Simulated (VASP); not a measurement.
Input of a VASP 6.6.1 run:

INCAR

```
ALGO = Normal
EDIFF = 1E-6
ENCUT = 600
GGA = PE
GGA_COMPAT = False
ISIF = 2
ISMEAR = 0
LASPH = True
LCHARG = True
LELF = True
LREAL = False
LVHAR = True
LWAVE = False
NBANDS = 14
NELM = 120
PREC = Accurate
SIGMA = 0.05
```

The input KPOINTS:

```
k-points
0
Gamma
  10 10 10
```

File POSCAR:

```
TaC
1.0
    0.0000000000      2.2269985830      2.2269985830
    2.2269985830      0.0000000000      2.2269985830
    2.2269985830      2.2269985830      0.0000000000
Ta C
1 1
Direct
    0.0000000000      0.0000000000      0.0000000000
    0.5000000000      0.5000000000      0.5000000000
```

Potentials or basis: VASP PAW PBE potentials, release 64 (Ta_pv, C).

Launch:

```sh
$ cat potpaw_PBE.64/Ta_pv/POTCAR potpaw_PBE.64/C/POTCAR > POTCAR
$ mpirun -np 1 vasp_std > vasp.out
```

Predict the pressure.

5.3 GPa.

Predict the band gap on the k mesh.

zero (an odd number of electrons rules out a gap without spin polarisation).

Caveat: the cell stands under pressure; spin-orbit coupling is left out, which moves the levels of the heavy elements.
